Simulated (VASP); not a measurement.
# MnO (Fm-3m) in VASP: single point with PBE+U

Aim: the single point of MnO with PBE+U.

All numbers are computed with VASP 6.6.1; they aren't measurements. Logs are shortened: lines on timing, memory, paths and dates and some standing lists are left out, and cuts for length are marked.

## 1. The cell of the first run

It takes space group Fm-3m (No. 225, cubic). Conventional cell: a = 4.446 Å, b = 4.446 Å, c = 4.446 Å, α = 90.00°, β = 90.00°, γ = 90.00°. Within 2.9 Å of Mn (site symmetry m-3m) lie 6 O at 2.22 Å. O (site symmetry m-3m) has 6 Mn at 2.22 Å within 2.9 Å.

## 2. Single point, PBE+U, collinear spin, ferromagnetic start

The input, INCAR:

```
PREC     = Accurate       # precision mode
ENCUT    = 1340           # plane-wave cutoff, eV
EDIFF    = 1E-6           # SCF threshold, eV
ISMEAR   = 0              # smearing method
SIGMA    = 0.05           # smearing width, eV
LREAL    = F              # projectors in reciprocal space
LASPH    = T              # aspherical terms in the spheres
NELM     = 200            # most SCF steps
ALGO     = Normal         # electronic algorithm
ISIF     = 2              # what is computed and relaxed
LWAVE    = F              # write WAVECAR
LCHARG   = F              # write CHGCAR
ISPIN    = 2              # spin polarisation
MAGMOM   = 5 0            # initial moments
LORBIT   = 11             # projections on sites
LMAXMIX  = 4              # l up to which the mixer works
LDAU     = T              # DFT+U
LDAUTYPE = 2            
LDAUL    = 2 -1           # shell
LDAUU    = 3.9 0          # U, eV
LDAUJ    = 0 0          
LDAUPRINT= 1            
GGA      = PE             # functional
NBANDS   = 22             # bands
GGA_COMPAT= F
```

The input, KPOINTS:

```
regular mesh
0
Gamma
  5 5 5
```

The input, POSCAR:

```
MnO
1.0
    0.0000000000      2.2230000000      2.2230000000
    2.2230000000      0.0000000000      2.2230000000
    2.2230000000      2.2230000000      0.0000000000
Mn O
1 1
Direct
    0.0000000000      0.0000000000      0.0000000000
    0.5000000000      0.5000000000      0.5000000000
```

Potentials or basis: VASP PAW PBE potentials, release 64 (Mn_sv, O_h).

The run is started by

```console
$ cat potpaw_PBE.64/Mn_sv/POTCAR potpaw_PBE.64/O_h/POTCAR > POTCAR
$ mpirun -np 1 vasp_std > vasp.out
```

OUTCAR:

```text
PREC = Accurate
   ENCUT = 1340
   EDIFF = 1E-6
   ISMEAR = 0
   LREAL = F
   LASPH = T
   NELM = 200
   ISIF = 2
   ISPIN = 2
   LORBIT = 11
   GGA = PE

 ion  position               nearest neighbor table
   1  0.000  0.000  0.000-
   2  0.500  0.500  0.500-

  LATTYP: Found a face centered cubic cell.
 ALAT       =     4.4460000000

  Lattice vectors:

 A1 = (   0.0000000000,   2.2230000000,   2.2230000000)
 A2 = (   2.2230000000,   0.0000000000,   2.2230000000)
 A3 = (   2.2230000000,   2.2230000000,   0.0000000000)

Analysis of symmetry for initial positions (statically):
=====================================================================
 Subroutine PRICEL returns:
 Original cell was already a primitive cell.

 Routine SETGRP: Setting up the symmetry group for a
 face centered cubic supercell.

 Subroutine GETGRP returns: Found 48 space group operations
 (whereof 48 operations were pure point group operations)
 out of a pool of 48 trial point group operations.

The static configuration has the point symmetry O_h .

Analysis of symmetry for dynamics (positions and initial velocities):
=====================================================================
 Subroutine PRICEL returns:
 Original cell was already a primitive cell.

 Routine SETGRP: Setting up the symmetry group for a
 face centered cubic supercell.

 Subroutine GETGRP returns: Found 48 space group operations
 (whereof 48 operations were pure point group operations)
 out of a pool of 48 trial point group operations.

The dynamic configuration has the point symmetry O_h .

Analysis of structural, dynamic, and magnetic symmetry:
=====================================================================
 Subroutine PRICEL returns:
 Original cell was already a primitive cell.

 Routine SETGRP: Setting up the symmetry group for a
 face centered cubic supercell.

 Subroutine GETGRP returns: Found 48 space group operations
 (whereof 48 operations were pure point group operations)
 out of a pool of 48 trial point group operations.
[... 155 lines left out ...]
  o =  0.0529  v =  0.0000  0.0000  0.0000  0.0000  0.0000  0.0000 -0.0000 -1.0000  0.0000 -0.0082      0.0000  0.0000  0.0000  0.0000  0.0000  0.0000  0.0000  0.0000  0.0000  0.0000
  o =  0.9120  v =  0.0000  0.9983 -0.0000  0.0584  0.0000  0.0000  0.0000  0.0000  0.0000  0.0000      0.0000  0.0000  0.0000  0.0000  0.0000  0.0000  0.0000  0.0000  0.0000  0.0000
  o =  0.9120  v =  1.0000  0.0000  0.0000  0.0000  0.0000  0.0000  0.0000  0.0000  0.0000  0.0000      0.0000  0.0000  0.0000  0.0000  0.0000  0.0000  0.0000  0.0000  0.0000  0.0000
  o =  0.9120  v =  0.0000  0.0584  0.0000 -0.9983  0.0000  0.0000  0.0000  0.0000  0.0000  0.0000      0.0000  0.0000  0.0000  0.0000  0.0000  0.0000  0.0000  0.0000  0.0000  0.0000
  o =  0.9455  v =  0.0000  0.0000 -0.0228 -0.0000 -0.9997  0.0000  0.0000  0.0000  0.0000  0.0000      0.0000  0.0000  0.0000  0.0000  0.0000  0.0000  0.0000  0.0000  0.0000  0.0000
  o =  0.9455  v =  0.0000 -0.0000 -0.9997 -0.0000  0.0228  0.0000  0.0000  0.0000  0.0000  0.0000      0.0000  0.0000  0.0000  0.0000  0.0000  0.0000  0.0000  0.0000  0.0000  0.0000

 number of electron      21.0000003 magnetization       4.9999994

 Free energy of the ion-electron system (eV)
  ---------------------------------------------------
  ext. energy  EPLUGINS =         0.00000000
  ---------------------------------------------------
  free energy    TOTEN  =       -15.32304539 eV

  energy without entropy =      -15.32304538  energy(sigma->0) =      -15.32304539

 E-fermi :   9.0310     XC(G=0): -11.8475

 val. band max:        8.8473988676   @ k =   0.4000   0.0000   0.0000
 cond. band min:       9.1953334076   @ k =   0.0000   0.0000   0.0000
 fundamental gap:      0.3479345399
 Fermi energy:         9.0309515204

 spin component 1

 k-point     1 :       0.0000    0.0000    0.0000
  band No.  band energies     occupation
      1     -71.9934      1.00000
      2     -40.7401      1.00000
      3     -40.7401      1.00000
      4     -40.7401      1.00000
      5     -10.3946      1.00000
      6       4.9968      1.00000
[... 239 lines left out ...]
     21      35.8140      0.00000
     22      35.9160      0.00000
 Fermi energy:         9.0309515204

 spin component 2

 k-point     1 :       0.0000    0.0000    0.0000
  band No.  band energies     occupation
      1     -66.9484      1.00000
      2     -35.7747      1.00000
      3     -35.7747      1.00000
      4     -35.7747      1.00000
      5     -10.0004      1.00000
      6       6.4779      1.00000
[... 239 lines left out ...]
     21      37.1428      0.00000
     22      37.8274      0.00000

------------------------ aborting loop because EDIFF is reached ----------------------------------------

  FORCE on cell =-STRESS in cart. coord.  units (eV):
  Direction    XX          YY          ZZ          XY          YZ          ZX
  --------------------------------------------------------------------------------------
  -------------------------------------------------------------------------------------
  Total        0.8979706      0.8979706      0.8979706     -0.0000000      0.0000000     -0.0000000
  in kB       65.4823599     65.4823599     65.4823599     -0.0000000      0.0000000     -0.0000000
  external PRESSURE =      65.4823599 kB  Pullay stress =       0.0000000 kB

 VOLUME and BASIS-vectors are now :
 -----------------------------------------------------------------------------
  energy-cutoff  :     1340.00
  volume of cell :       21.97
      direct lattice vectors                 reciprocal lattice vectors
     0.000000000  2.223000000  2.223000000    -0.224921278  0.224921278  0.224921278
     2.223000000  0.000000000  2.223000000     0.224921278 -0.224921278  0.224921278
     2.223000000  2.223000000  0.000000000     0.224921278  0.224921278 -0.224921278

 POSITION                                       TOTAL-FORCE (eV/Angst)
 -----------------------------------------------------------------------------------
      0.00000      0.00000      0.00000         0.000000      0.000000      0.000000
      2.22300      2.22300      2.22300         0.000000      0.000000      0.000000
 -----------------------------------------------------------------------------------
    total drift:                                0.000000     -0.000000     -0.000000

  FREE ENERGIE OF THE ION-ELECTRON SYSTEM (eV)
  ---------------------------------------------------
  free  energy   TOTEN  =       -15.3230453879 eV

  energy  without entropy=      -15.3230453831  energy(sigma->0) =      -15.32304539

 total charge

# of ion       s       p       d       tot
------------------------------------------
    1        2.116   6.015   4.751  12.882
    2        1.037   2.316   0.000   3.352
--------------------------------------------------
tot          3.153   8.331   4.751  16.235

 magnetization (x)

# of ion       s       p       d       tot
------------------------------------------
    1        0.023   0.015   4.461   4.499
    2        0.024   0.116   0.000   0.140
--------------------------------------------------
tot          0.046   0.131   4.461   4.639
```

OSZICAR:

```text
N       E                     dE             d eps       ncg     rms          rms(c)
DAV:   1     0.424253337578E+03    0.42425E+03   -0.18563E+04   880   0.228E+03
DAV:   2     0.235614082508E+02   -0.40069E+03   -0.37227E+03   904   0.576E+02
DAV:   3    -0.135544610260E+02   -0.37116E+02   -0.35040E+02  1118   0.185E+02
DAV:   4    -0.159195215284E+02   -0.23651E+01   -0.23297E+01  1458   0.407E+01
DAV:   5    -0.159766292347E+02   -0.57108E-01   -0.57097E-01  1070   0.542E+00    0.146E+01
DAV:   6    -0.148964751376E+02    0.10802E+01   -0.86096E+00  1348   0.349E+01    0.127E+01
DAV:   7    -0.152917419599E+02   -0.39527E+00   -0.79139E-01  1234   0.132E+01    0.757E+00
DAV:   8    -0.152994882084E+02   -0.77462E-02   -0.14442E-01  1150   0.470E+00    0.300E+00
DAV:   9    -0.153164150427E+02   -0.16927E-01   -0.15172E-02  1154   0.183E+00    0.956E-01
DAV:  10    -0.153222652983E+02   -0.58503E-02   -0.27351E-03  1202   0.537E-01    0.234E-01
DAV:  11    -0.153229371787E+02   -0.67188E-03   -0.42803E-04  1408   0.278E-01    0.726E-02
DAV:  12    -0.153229992716E+02   -0.62093E-04   -0.84502E-05  1276   0.106E-01    0.240E-02
DAV:  13    -0.153230427543E+02   -0.43483E-04   -0.18953E-05  1126   0.438E-02    0.121E-02
DAV:  14    -0.153230451356E+02   -0.23813E-05   -0.14401E-06   946   0.154E-02    0.371E-03
DAV:  15    -0.153230453879E+02   -0.25229E-06   -0.14843E-07   578   0.429E-03
   1 F= -.15323045E+02 E0= -.15323045E+02  d E =-.481746E-08  mag=     5.0000
```

stdout:

```text
POSCAR found type information on POSCAR MnO
 POSCAR found :  2 types and       2 ions
 scaLAPACK will be used
 LDA part: xc-table for (Slater+PW92), standard interpolation
 POSCAR, INCAR and KPOINTS ok, starting setup
 FFT: planning ... GRIDC
 FFT: planning ... GRID_SOFT
 FFT: planning ... GRID
 WAVECAR not read
 entering main loop
```

It took 54 s on 1 thread of Intel Xeon Platinum 8259CL at 2.50GHz (Skylake/Cascade Lake), shared host; peak memory 0.29 GiB.

Results:

```
Free energy                                           : -15.3230 eV
Pressure                                              : 6.5 GPa
Band gap on the k mesh                                : 0.35 eV (least direct gap 2.72 eV)
Net moment                                            : 5.00 μB per cell
Site moments                                          : Mn +4.50; O +0.14 μB
Valence electrons inside the program's atomic spheres : Mn 12.88; O 3.35
```

Levels at points of the mesh, in eV from the valence-band top:
Spin up:
```
           k point  band 9  band 10  band 11  band 12  band 13  band 14  band 15  band 16  band 17  band 18
(0.00, 0.00, 0.00)   -3.51    -3.51    -2.70    -2.70    -2.70     0.35    14.76    16.55    16.55    16.55
```
Spin down:
```csv
k point,band 6,band 7,band 8,band 9,band 10,band 11
"(0.00, 0.00, 0.00)",-2.37,-2.37,-2.37,1.69,3.22,3.22
```

Eigenvalues of the final occupation matrices:
```tsv
site	spin	trace	eigenvalues
site 1 d	1	4.63	0.91 0.91 0.91 0.95 0.95
site 1 d	2	0.15	0.01 0.01 0.01 0.05 0.05
```

Caveat: the k points lie up to 0.49 Å⁻¹ apart; semilocal functionals underestimate gaps, and a narrow one can read as zero; an odd mesh through Γ misses points on the zone boundary, where band edges can lie; a cell with one magnetic atom can't hold antiferromagnetic order, which such compounds often take. The state reached can hang on the start; a lower one may exist.
